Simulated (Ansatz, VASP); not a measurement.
Os in VASP and in Ansatz

Contents of POSCAR:

```
Os
1.0
    2.7700791260      0.0000000000      0.0000000000
   -1.3850395630      2.3989588936      0.0000000000
    0.0000000000      0.0000000000      4.3765446767
Os
2
Direct
    0.6666666667      0.3333333333      0.7500000000
    0.3333333333      0.6666666667      0.2500000000
```

File INCAR.step1:

```
SYSTEM = Os
  PREC = Accurate
  ENCUT = 520
  ISMEAR = -1
  SIGMA = 0.05
  LREAL = .False.
  LASPH = .True.
  NELM = 60
  NBANDS = 15
  GGA = PE
  ALGO = Normal
  EDIFF = 1E-4
  LWAVE = .True.
  LCHARG = .False.
```

INCAR.step2

```
SYSTEM = Os
  PREC = Accurate
  ENCUT = 520
  EDIFF = 1E-6
  ISMEAR = -1
  SIGMA = 0.05
  LREAL = .False.
  LASPH = .True.
  NELM = 60
  ALGO = Normal
  ISIF = 2
  LWAVE = .False.
  LCHARG = .False.
  METAGGA = R2SCAN
  LMIXTAU = .True.
  IVDW = 12
  VDW_S6 = 1.0
  VDW_S8 = 0.78981345
  VDW_A1 = 0.49484001
  VDW_A2 = 5.73083694
  NBANDS = 15
  ISTART = 1
```

Contents of KPOINTS:

```
regular mesh
0
Gamma
  11 11 6
  0 0 0
```

The input input.yaml:

```yaml
crystal:
  lattice:
    - [2.770079126, 0.0, 0.0]
    - [-1.385039563, 2.3989588936, 0.0]
    - [0.0, 0.0, 4.3765446767]
  atoms:
    - { symbol: Os, position: [0.6666666667, 0.3333333333, 0.75] }
    - { symbol: Os, position: [0.3333333333, 0.6666666667, 0.25] }
hamiltonian:
  xc: r2scan
  pseudopotentials: { kind: paw }
  dispersion: d3bj
kpoints:
  mp_grid: { grid: [11, 11, 6] }
scf:
  occupations: { method: fermi_dirac, width: 0.05 }
output:
  forces: true
  stress: true
  eigenvalues: true
```

Alike in both runs: task single point; functional r2SCAN; dispersion D3(BJ); k mesh 11 × 11 × 6; occupations fermi-dirac, width 0.05 eV; no spin polarisation.

```csv
,VASP,Ansatz
version,VASP 6.6.1,Ansatz 0.2.0
potentials or method,"VASP PAW PBE potentials, release 64 (Os)",Ansatz PAW
plane-wave cutoff (eV),520,500
valence electrons in the cell,16,32
```

VASP gave:

* gap on the k mesh at the Fermi level (eV): none
* pressure (GPa): -17.1
* traceless stress, the component that is largest in VASP (GPa): -1.11

Estimate Ansatz's values.

gap on the k mesh at the Fermi level (eV): none; pressure (GPa): -17.7; traceless stress, the component that is largest in VASP (GPa): -1.09.

VASP's potentials were made for PBE, not for r2SCAN. A gap of «none» marks a metal or a gap that the smearing closes. VASP's potentials hold 16 valence electrons a cell and Ansatz's 32, so a difference there can come from the potentials and not from the codes.

Spin-orbit coupling is off throughout.
